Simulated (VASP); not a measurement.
Set up this calculation in VASP 6.6.1, as the native input.

| Quantity | Value |
| --- | --- |
| Task | single point |
| Functional | LDA |
| Potentials or basis | VASP PAW LDA potentials, release 64 (W_sv) |
| Cutoff | 520 eV |
| k mesh | 18 × 18 × 18 |
| Occupations | fermi-dirac, width 0.05 eV |
| Spin | no spin polarisation |
| Dipole correction | no |
| Further INCAR settings | ALGO = Normal; EDIFF = 1e-06; NBANDS = 13 |

The structure of W lies in POSCAR:

```
W
1.0
    0.0000000000      2.0179259504      2.0179259504
    2.0179259504      0.0000000000      2.0179259504
    2.0179259504      2.0179259504      0.0000000000
W
1
Direct
    0.0000000000      0.0000000000      0.0000000000
```

This isn't the form of W at room conditions, which is bcc.

These files were run (other wordings do the same):

INCAR

```
SYSTEM = W
PREC = Accurate
ENCUT = 520
EDIFF = 1E-6
ISMEAR = -1
SIGMA = 0.05
LREAL = .False.
LASPH = .True.
NELM = 60
ALGO = Normal
ISIF = 2
LWAVE = .False.
LCHARG = .True.
GGA = CA
LELF = .True.
LVHAR = .True.
NBANDS = 13
```

KPOINTS

```
Automatic mesh
0
Gamma
  18 18 18
  0 0 0
```

Potentials or basis: VASP PAW LDA potentials, release 64 (W_sv).

Run with:

```bash
$ cat potpaw_LDA.64/W_sv/POTCAR > POTCAR
$ mpirun -np 1 vasp_std > vasp.out
```

Results of the run:

| Quantity | Value |
| --- | --- |
| Pressure | -11.9 GPa |
| Band gap on the k mesh | zero (bands 7 and 8 overlap by 3.77 eV) |

Caveat: the cell stands under tension; spin-orbit coupling is left out, which moves the levels of the heavy elements.

It took 11 s on 1 thread of Intel(R) Xeon(R) 6975P-C (Granite Rapids), on a shared host, peak memory 0.16 GiB.
